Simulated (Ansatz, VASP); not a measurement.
Two plane-wave programs on NbSi

```
CELL_PARAMETERS angstrom
3.15644 0.00000 0.00000
0.00000 3.15644 0.00000
0.00000 0.00000 3.15644
ATOMIC_POSITIONS crystal
Nb 0.00000 0.00000 0.00000
Si 0.50000 0.50000 0.50000
```

Alike in both runs: task relaxation of cell and atoms; functional PBEsol-based screened hybrid; k mesh 4 × 4 × 4; occupations fermi-dirac, width 0.05 eV; no spin polarisation.

|  | VASP | Ansatz |
| --- | --- | --- |
| version | VASP 6.6.1 | Ansatz 0.2.0 |
| potentials or method | VASP PAW PBE potentials, release 64 (Nb_sv, Si) | Ansatz PAW |
| plane-wave cutoff (eV) | 600 | 420 |
| valence electrons in the cell | 17 | 17 |

Ansatz gave:

```
gap on the k mesh at the Fermi level, each at its own relaxed structure (eV) : none
relaxed volume (Å³/atom)                                                     : 15.37
relaxed cell length with the largest relative difference (Å)                 : 3.132
```

Problem. Which values does VASP return?

Solution. gap on the k mesh at the Fermi level, each at its own relaxed structure (eV): none; relaxed volume (Å³/atom): 15.34; relaxed cell length with the largest relative difference (Å): 3.131.

VASP's potentials were made for PBE, not for PBEsol-based screened hybrid. A gap of «none» marks a metal or a gap that the smearing closes.

The k mesh is coarse, so the values compare programs but aren't converged. Noted on Ansatz's run: the plane-wave basis is chosen anew once the cell has moved, so the energies of steps on either side of that aren't comparable.
